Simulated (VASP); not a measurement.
# Ni (Fm-3m) in VASP: notebook

Runs on Ni. Level: PBE+U. Tasks: single point.

Everything below comes from runs of VASP 6.6.1. Logs are shortened: lines on timing, memory, paths and dates and some standing lists are left out, and cuts for length are marked.

### 1 The cell of the first run

Symmetry: Fm-3m, No. 225, cubic system. The conventional cell has a = 3.540 Å, b = 3.540 Å, c = 3.540 Å, α = 90.00°, β = 90.00°, γ = 90.00°. Ni (site symmetry m-3m) has 12 Ni at 2.50 Å within 3.3 Å.

### 2 Single point, PBE+U, collinear spin, ferromagnetic start

File INCAR:

```
SYSTEM = Ni
PREC = Accurate
ENCUT = 590
EDIFF = 1E-6
ISMEAR = -1
SIGMA = 0.05
LREAL = .False.
LASPH = .True.
NELM = 200
ALGO = Normal
ISIF = 2
LWAVE = .False.
LCHARG = .True.
ISPIN = 2
MAGMOM = 1.8
LORBIT = 11
NUPDOWN = 1.8
LMAXMIX = 4
LDAU = .True.
LDAUTYPE = 2
LDAUL = 2
LDAUU = 6.2
LDAUJ = 0
LDAUPRINT = 1
GGA = PE
LELF = .True.
LVHAR = .True.
NBANDS = 19
GGA_COMPAT = .False.
```

File KPOINTS:

```
Automatic mesh
0
Gamma
  12 12 12
  0 0 0
```

File POSCAR:

```
Ni
1.0
    0.0000000000      1.7698700000      1.7698700000
    1.7698700000      0.0000000000      1.7698700000
    1.7698700000      1.7698700000      0.0000000000
Ni
1
Direct
    0.0000000000      0.0000000000      0.0000000000
```

Potentials or basis: VASP PAW PBE potentials, release 64 (Ni_sv_GW).

Command:

```console
$ cat potpaw_PBE.64/Ni_sv_GW/POTCAR > POTCAR
$ mpirun -np 1 vasp_std > vasp.out
```

OUTCAR:

```text
SYSTEM = Ni
   PREC = Accurate
   ENCUT = 590
   EDIFF = 1E-6
   ISMEAR = -1
   LREAL = .False.
   LASPH = .True.
   NELM = 200
   ISIF = 2
   ISPIN = 2
   LORBIT = 11
   NUPDOWN = 1.8
   GGA = PE

 ion  position               nearest neighbor table
   1  0.000  0.000  0.000-

  LATTYP: Found a face centered cubic cell.
 ALAT       =     3.5397400000

  Lattice vectors:

 A1 = (   0.0000000000,   1.7698700000,   1.7698700000)
 A2 = (   1.7698700000,   0.0000000000,   1.7698700000)
 A3 = (   1.7698700000,   1.7698700000,   0.0000000000)

Analysis of symmetry for initial positions (statically):
=====================================================================
 Subroutine PRICEL returns:
 Original cell was already a primitive cell.

 Routine SETGRP: Setting up the symmetry group for a
 face centered cubic supercell.

 Subroutine GETGRP returns: Found 48 space group operations
 (whereof 48 operations were pure point group operations)
 out of a pool of 48 trial point group operations.

The static configuration has the point symmetry O_h .

Analysis of symmetry for dynamics (positions and initial velocities):
=====================================================================
 Subroutine PRICEL returns:
 Original cell was already a primitive cell.

 Routine SETGRP: Setting up the symmetry group for a
 face centered cubic supercell.

 Subroutine GETGRP returns: Found 48 space group operations
 (whereof 48 operations were pure point group operations)
 out of a pool of 48 trial point group operations.

The dynamic configuration has the point symmetry O_h .

Analysis of structural, dynamic, and magnetic symmetry:
=====================================================================
 Subroutine PRICEL returns:
 Original cell was already a primitive cell.

 Routine SETGRP: Setting up the symmetry group for a
 face centered cubic supercell.

 Subroutine GETGRP returns: Found 48 space group operations
 (whereof 48 operations were pure point group operations)
 out of a pool of 48 trial point group operations.

The overall configuration has the point symmetry O_h .

 Subroutine INISYM returns: Found 48 space group operations
 (whereof 48 operations are pure point group operations),
 and found     1 'primitive' translations

----------------------------------------------------------------------------------------

                                     Primitive cell

  volume of cell :      11.0880

  direct lattice vectors                    reciprocal lattice vectors
     0.000000000  1.769870000  1.769870000    -0.282506625  0.282506625  0.282506625
     1.769870000  0.000000000  1.769870000     0.282506625 -0.282506625  0.282506625
     1.769870000  1.769870000  0.000000000     0.282506625  0.282506625 -0.282506625

  length of vectors
     2.502974158  2.502974158  2.502974158     0.489315828  0.489315828  0.489315828

  position of ions in fractional coordinates (direct lattice)
     0.000000000  0.000000000  0.000000000

  ion indices of the primitive-cell ions
   primitive index   ion index
                 1           1

----------------------------------------------------------------------------------------

 KPOINTS: Automatic mesh

Automatic generation of k-mesh.
 Grid dimensions read from file:
 generate k-points for:   12   12   12

 Generating k-lattice:

  Cartesian coordinates                     Fractional coordinates (reciprocal lattice)
    -0.023542219  0.023542219  0.023542219     0.083333333  0.000000000  0.000000000
     0.023542219 -0.023542219  0.023542219     0.000000000  0.083333333  0.000000000
     0.023542219  0.023542219 -0.023542219     0.000000000  0.000000000  0.083333333

  Length of vectors
     0.040776319  0.040776319  0.040776319

  Shift w.r.t. Gamma in fractional coordinates (k-lattice)
     0.000000000  0.000000000  0.000000000

 Subroutine IBZKPT returns following result:
 ===========================================

 Found     72 irreducible k-points:

 Following reciprocal coordinates:
            Coordinates               Weight
  0.000000  0.000000  0.000000      1.000000
  0.083333  0.000000  0.000000      8.000000
  0.166667  0.000000  0.000000      8.000000
  0.250000  0.000000  0.000000      8.000000
  0.333333  0.000000  0.000000      8.000000
  0.416667  0.000000  0.000000      8.000000
[... 16 lines left out ...]
  0.500000  0.166667  0.000000     24.000000
 -0.416667  0.166667  0.000000     24.000000
 [... further k-points ...]
   k-points           NKPTS =     72   k-points in BZ     NKDIM =     72   number of bands    NBANDS=     19
   number of dos      NEDOS =    301   number of ions     NIONS =      1
   total plane-waves  NPLWV =   8000
   dimension x,y,z NGX =    20 NGY =   20 NGZ =   20
   dimension x,y,z NGXF=    40 NGYF=   40 NGZF=   40
   ions per type =               1
   NGX,Y,Z   is equivalent  to a cutoff of  13.28, 13.28, 13.28 a.u.
   NGXF,Y,Z  is equivalent  to a cutoff of  26.57, 26.57, 26.57 a.u.
 SYSTEM =  Ni
   PREC   = accura    normal or accurate (medium, high low for compatibility)
   ISTART =      0    job   : 0-new  1-cont  2-samecut
   ICHARG =      2    charge: 1-file 2-atom 10-const
   ISPIN  =      2    spin polarized calculation?
   LNONCOLLINEAR =      F non collinear calculations
   LSORBIT =      F    spin-orbit coupling
   LASPH  =      T    aspherical Exc in radial PAW
   ENCUT  =  590.0 eV  43.36 Ry    6.59 a.u.   4.96  4.96  4.96*2*pi/ulx,y,z
   NELM   =    200;   NELMIN=  2; NELMDL= -5     # of ELM steps
   EDIFF  = 0.1E-05   stopping-criterion for ELM
   LREAL  =      F    real-space projection
   EDIFFG = 0.1E-04   stopping-criterion for IOM
   NSW    =      0    number of steps for IOM
   IBRION =     -1    ionic relax: 0-MD 1-quasi-New 2-CG
   NFREE  =      0    steps in history (QN), initial steepest desc. (CG)
   ISIF   =      2    stress and relaxation
   ISYM   =      2    0-nonsym 1-usesym 2-fastsym
   POTIM  = 0.5000    time-step for ionic-motion
   TEBEG  =    0.0;   TEEND  =   0.0 temperature during run
   PSTRESS=    0.0 pullay stress
   NELECT =      18.0000    total number of electrons
   NUPDOWN=       1.8000    fix difference up-down
   EMIN   =  10.00;   EMAX   =-10.00  energy-range for DOS
   EFERMI =   0.00;   METHOD = LEGACY
   ISMEAR =    -1;   SIGMA  =   0.05  broadening in eV -4-tet -1-fermi 0-gaus
   EFERMI_NEDOS =   21; number of points for ismear=-14 and -15
   IALGO  =     38    algorithm
   IMIX   =      4    mixing-type and parameters
     AMIX     =   0.40;   BMIX     =  1.00
     AMIX_MAG =   1.60;   BMIX_MAG =  1.00
  volume/ion in A,a.u.               =      11.09        74.83
  Fermi-wavevector in a.u.,A,eV,Ry     =   1.924041  3.635910 50.367861  3.701933
  Thomas-Fermi vector in A             =   2.957747
   LORBIT       =     11    0 simple, 1 ext, 2 COOP (PROOUT), +10 PAW based schemes
 LDA+U is selected, type is set to LDAUTYPE =  2
   angular momentum for each species LDAUL =     2
   U (eV)           for each species LDAUU =   6.2
   J (eV)           for each species LDAUJ =   0.0
   GGA     = PE    functional components
   LHFCALC =     F    Hartree Fock is set to
   AEXX    =    0.0000 exact exchange contribution
   IVDW    =     0    specifies the selected vdW correction
   LEPSILON=     F    determine dielectric tensor
   LRPA    =     F    only Hartree local field effects (RPA)
 spin polarized calculation
  energy-cutoff  :      590.00
  volume of cell :       11.09
 maximum number of plane-waves:       372
   NGX =  9   NGY =  9   NGZ =  9

atom =   1  type =  1  l = 2

 onsite density matrix

spin component  1

  0.9274  0.0000  0.0000  0.0000  0.0000
  0.0000  0.9274 -0.0000  0.0000  0.0000
  0.0000 -0.0000  0.9313 -0.0000  0.0000
  0.0000  0.0000 -0.0000  0.9274 -0.0000
  0.0000  0.0000  0.0000 -0.0000  0.9313

spin component  2

  0.4162  0.0000 -0.0000 -0.0000 -0.0000
  0.0000  0.4162  0.0000 -0.0000 -0.0000
 -0.0000  0.0000  0.8909  0.0000  0.0000
 -0.0000 -0.0000  0.0000  0.4162 -0.0000
 -0.0000 -0.0000  0.0000 -0.0000  0.8909

 occupancies and eigenvectors

  o =  0.4162  v =  0.0000  0.0000  0.0000  0.0000  0.0000  1.0000  0.0000  0.0000  0.0000  0.0000      0.0000  0.0000  0.0000  0.0000  0.0000  0.0000  0.0000  0.0000  0.0000  0.0000
  o =  0.4162  v =  0.0000  0.0000  0.0000  0.0000  0.0000  0.0000  0.7073 -0.0000 -0.7069 -0.0000      0.0000  0.0000  0.0000  0.0000  0.0000  0.0000  0.0000  0.0000  0.0000  0.0000
  o =  0.4162  v =  0.0000  0.0000  0.0000  0.0000  0.0000  0.0000  0.7069 -0.0000  0.7073  0.0000      0.0000  0.0000  0.0000  0.0000  0.0000  0.0000  0.0000  0.0000  0.0000  0.0000
  o =  0.8909  v =  0.0000  0.0000  0.0000  0.0000  0.0000  0.0000  0.0000  0.4914  0.0000  0.8709      0.0000  0.0000  0.0000  0.0000  0.0000  0.0000  0.0000  0.0000  0.0000  0.0000
  o =  0.8909  v =  0.0000  0.0000  0.0000  0.0000  0.0000  0.0000 -0.0000 -0.8709 -0.0000  0.4914      0.0000  0.0000  0.0000  0.0000  0.0000  0.0000  0.0000  0.0000  0.0000  0.0000
  o =  0.9274  v =  0.0000 -0.7543  0.0000 -0.6566  0.0000  0.0000  0.0000  0.0000  0.0000  0.0000      0.0000  0.0000  0.0000  0.0000  0.0000  0.0000  0.0000  0.0000  0.0000  0.0000
  o =  0.9274  v =  1.0000  0.0000  0.0000  0.0000  0.0000  0.0000  0.0000  0.0000  0.0000  0.0000      0.0000  0.0000  0.0000  0.0000  0.0000  0.0000  0.0000  0.0000  0.0000  0.0000
  o =  0.9274  v =  0.0000 -0.6566  0.0000  0.7543 -0.0000  0.0000  0.0000  0.0000  0.0000  0.0000      0.0000  0.0000  0.0000  0.0000  0.0000  0.0000  0.0000  0.0000  0.0000  0.0000
  o =  0.9313  v =  0.0000  0.0000  0.2698  0.0000  0.9629  0.0000  0.0000  0.0000  0.0000  0.0000      0.0000  0.0000  0.0000  0.0000  0.0000  0.0000  0.0000  0.0000  0.0000  0.0000
  o =  0.9313  v =  0.0000 -0.0000 -0.9629 -0.0000  0.2698  0.0000  0.0000  0.0000  0.0000  0.0000      0.0000  0.0000  0.0000  0.0000  0.0000  0.0000  0.0000  0.0000  0.0000  0.0000

 number of electron      17.9999988 magnetization       1.7999996

 Free energy of the ion-electron system (eV)
  ---------------------------------------------------
  ext. energy  EPLUGINS =         0.00000000
  ---------------------------------------------------
  free energy    TOTEN  =        -0.97908720 eV

  energy without entropy =       -0.97362534  energy(sigma->0) =       -0.97635627

 E-fermi :   7.4321     XC(G=0): -13.8057

 val. band max:       11.2273916392   @ k =  -0.3333   0.3333   0.0833
 cond. band min:       7.4330002407   @ k =   0.2500   0.1667   0.0833
 fundamental gap:     -3.7943913985
 Fermi energy:        11.2774648639

 spin component 1

 k-point     1 :       0.0000    0.0000    0.0000
  band No.  band energies     occupation
      1     -96.9638      1.00000
      2     -57.2117      1.00000
      3     -57.2117      1.00000
      4     -57.2117      1.00000
      5      -1.6289      1.00000
      6       1.7588      1.00000
[... 11 lines left out ...]
     18      40.4472      0.00000
     19      46.4592      0.00000

 k-point     2 :       0.0833    0.0000    0.0000
  band No.  band energies     occupation
      1     -96.9617      1.00000
      2     -57.2248      1.00000
      3     -57.2136      1.00000
      4     -57.2136      1.00000
      5      -1.3637      1.00000
      6       1.7161      1.00000
[... 476 lines left out ...]
 k-point    24 :      -0.4167    0.1667    0.0000
  band No.  band energies     occupation
      1     -96.9330      1.00000
      2     -57.3937      1.00000
      3     -57.2771      1.00000
      4     -57.2490      1.00000
      5       0.6772      1.00000
      6       1.8180      1.00000
[... 11 lines left out ...]
     18      48.1327      0.00000
     19      49.0938      0.00000

 [... further k-points ...]

 spin component 2

 k-point     1 :       0.0000    0.0000    0.0000
  band No.  band energies     occupation
      1     -94.9030      1.00000
      2     -55.1967      1.00000
      3     -55.1967      1.00000
      4     -55.1967      1.00000
      5      -1.1680      1.00000
      6       4.6231      1.00000
[... 11 lines left out ...]
     18      41.1286      0.00000
     19      47.2580      0.00000

 k-point     2 :       0.0833    0.0000    0.0000
  band No.  band energies     occupation
      1     -94.9008      1.00000
      2     -55.2108      1.00000
      3     -55.1988      1.00000
      4     -55.1988      1.00000
      5      -0.8999      1.00000
      6       4.5980      1.00000
[... 476 lines left out ...]
 k-point    24 :      -0.4167    0.1667    0.0000
  band No.  band energies     occupation
      1     -94.8701      1.00000
      2     -55.3917      1.00000
      3     -55.2665      1.00000
      4     -55.2363      1.00000
      5       3.4967      1.00000
      6       4.2684      1.00000
[... 11 lines left out ...]
     18      49.2151      0.00000
     19      50.0547      0.00000

 [... further k-points ...]

------------------------ aborting loop because EDIFF is reached ----------------------------------------

  FORCE on cell =-STRESS in cart. coord.  units (eV):
  Direction    XX          YY          ZZ          XY          YZ          ZX
  --------------------------------------------------------------------------------------
  -------------------------------------------------------------------------------------
  Total        1.2947925      1.2947925      1.2947925      0.0000000     -0.0000000      0.0000000
  in kB      187.0926198    187.0926198    187.0926198      0.0000000     -0.0000000      0.0000000
  external PRESSURE =     187.0926198 kB  Pullay stress =       0.0000000 kB

 VOLUME and BASIS-vectors are now :
 -----------------------------------------------------------------------------
  energy-cutoff  :      590.00
  volume of cell :       11.09
      direct lattice vectors                 reciprocal lattice vectors
     0.000000000  1.769870000  1.769870000    -0.282506625  0.282506625  0.282506625
     1.769870000  0.000000000  1.769870000     0.282506625 -0.282506625  0.282506625
     1.769870000  1.769870000  0.000000000     0.282506625  0.282506625 -0.282506625

 POSITION                                       TOTAL-FORCE (eV/Angst)
 -----------------------------------------------------------------------------------
      0.00000      0.00000      0.00000         0.000000     -0.000000      0.000000
 -----------------------------------------------------------------------------------
    total drift:                               -0.000000     -0.000000     -0.000000

  FREE ENERGIE OF THE ION-ELECTRON SYSTEM (eV)
  ---------------------------------------------------
  free  energy   TOTEN  =        -0.9790871968 eV

  energy  without entropy=       -0.9736253421  energy(sigma->0) =       -0.97635627

 total charge

# of ion       s       p       d       f       tot
--------------------------------------------------
    1        2.271   6.395   7.648   0.004  16.317

 magnetization (x)

# of ion       s       p       d       f       tot
--------------------------------------------------
    1        0.022   0.087   1.613   0.000   1.723
```

Run time: 79 s. Hardware: 1 thread of AMD EPYC 7R13 (Zen 3), shared host; peak memory 0.13 GiB.

What came out:

| Item | Value |
| --- | --- |
| Free energy | -0.9791 eV |
| Pressure | 18.7 GPa |
| Net moment | 1.80 μB per cell |
| Site moments | Ni +1.72 μB |
| Valence electrons inside the program's atomic spheres | Ni 16.32 |

Eigenvalues of the final occupation matrices:
```tsv
site	spin	trace	eigenvalues
site 1 d	1	4.64	0.93 0.93 0.93 0.93 0.93
site 1 d	2	3.03	0.42 0.42 0.42 0.89 0.89
```

Caveat: the total moment is fixed, so each spin has its own Fermi level; the U is typed as a test and isn't derived for this compound.

(Continued in part 2 of 2.)
